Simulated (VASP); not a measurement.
Input of a VASP 6.6.1 run:

The input INCAR:

```
PREC     = Accurate       # precision mode
ENCUT    = 520            # plane-wave cutoff, eV
EDIFF    = 1E-6           # SCF threshold, eV
ISMEAR   = 0              # smearing method
SIGMA    = 0.15           # smearing width, eV
LREAL    = F              # projectors in reciprocal space
LASPH    = T              # aspherical terms in the spheres
NELM     = 150            # most SCF steps
ALGO     = Normal         # electronic algorithm
ISIF     = 2              # what is computed and relaxed
LWAVE    = F              # write WAVECAR
LCHARG   = F              # write CHGCAR
ISPIN    = 2              # spin polarisation
MAGMOM   = 0.5            # initial moments
LORBIT   = 11             # projections on sites
LMAXMIX  = 4              # l up to which the mixer works
GGA      = PS             # functional
NBANDS   = 15             # bands
```

File KPOINTS:

```
Automatic mesh
0
Gamma
  26 26 26
```

POSCAR

```
Ni
1.0
   -1.8593195764      1.4218326173      1.4218326173
    1.4218326173     -1.8593195764      1.4218326173
    1.4218326173      1.4218326173     -1.8593195764
Ni
1
Direct
    0.0000000000      0.0000000000      0.0000000000
```

Potentials or basis: VASP PAW PBE potentials, release 64 (Ni).

Command:

```sh
$ cat potpaw_PBE.64/Ni/POTCAR > POTCAR
$ mpirun -np 1 vasp_std > vasp.out
```

(1) Estimate the pressure.

(2) Estimate the band gap on the k mesh.

(3) Predict the net moment.

## Answers

(1) 85.1 GPa.

(2) zero (filled and empty bands overlap).

(3) 0.00 μB per cell.

Caveat: atoms lie so close that the PAW spheres overlap strongly, which falsifies energies and pressures; the cell stands under pressure; the PAW data sets were made with another functional, which shifts forces and pressure a little.
